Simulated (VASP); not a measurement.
Runs of VASP 6.6.1 on TeW. The structure is that of space group F-43m (No. 216), or close to it. The cells are those of the table. 

| task | level | spin | fixed moment (μB) | cell | k mesh | cutoff (eV) | gap on the mesh (eV) | pressure (GPa) | moment (μB) |
| --- | --- | --- | --- | --- | --- | --- | --- | --- | --- |
| single point | PBEsol | collinear, zero start | 0.0 | a = 4.277 Å, angles 60.0°, 2 atoms | 12 × 12 × 12 | 520 | - | -1.0 | 0.00 |
| single point | PBEsol | collinear | - | a = 4.285 Å, angles 60.0°, 2 atoms | 6 × 6 × 6 | 520 | none | -0.4 | 1.40 |
| relaxation of cell and atoms | PBEsol | collinear | - | relaxed from a = 4.119 Å, angles 60.0°, 2 atoms | 6 × 6 × 6 | 600 | none | -0.1 | 0.01 |
| single point | r2SCAN | off | - | a = 4.277 Å, angles 60.0°, 2 atoms | 12 × 12 × 12 | 520 | none | 0.6 | - |
| single point | PBEsol | collinear | - | a = 4.119 Å, angles 60.0°, 2 atoms | 6 × 6 × 6 | 520 | none | 14.5 | (c) |
| single point | PBEsol | collinear | - | a = 4.160 Å, angles 60.0°, 2 atoms | 12 × 12 × 12 | 520 | none | 10.3 | (a) |
| single point | PBEsol | collinear | - | a = 4.067 Å, angles 60.0°, 2 atoms | 12 × 12 × 12 | 520 | none | 21.3 | 1.10 |
| single point | PBEsol | off | - | a = 4.277 Å, angles 60.0°, 2 atoms | 12 × 12 × 12 | 520 | none | -1.0 | - |
| single point | PBEsol | collinear | - | a = 4.277 Å, angles 60.0°, 2 atoms | 12 × 12 × 12 | 520 | none | (b) | 1.36 |
| single point | PBEsol | collinear | - | a = 4.219 Å, angles 60.0°, 2 atoms | 12 × 12 × 12 | 520 | none | 4.7 | (d) |
| single point | PBEsol | collinear | - | a = 3.970 Å, angles 60.0°, 2 atoms | 12 × 12 × 12 | 520 | none | 36.3 | 0.73 |

Alike in all rows: potentials or basis VASP PAW PBE potentials, release 64 (W_sv, Te); smearing gaussian 0.1 eV.

Problem. Estimate the missing entries.

Solution. (a) 1.28; (b) 0.1; (c) 1.08; (d) 1.34.

Caveats: the PAW data sets were made with another functional, which shifts forces and pressure a little; spin-orbit coupling is left out, which moves the levels of the heavy elements; the cell stands under pressure (at least some runs); the total moment is fixed, so each spin has its own Fermi level (at least some runs).

A k mesh can miss the band edges, and the runs leave out spin-orbit coupling on Te, W.

A gap of «none» marks levels without a gap at the run's occupations.
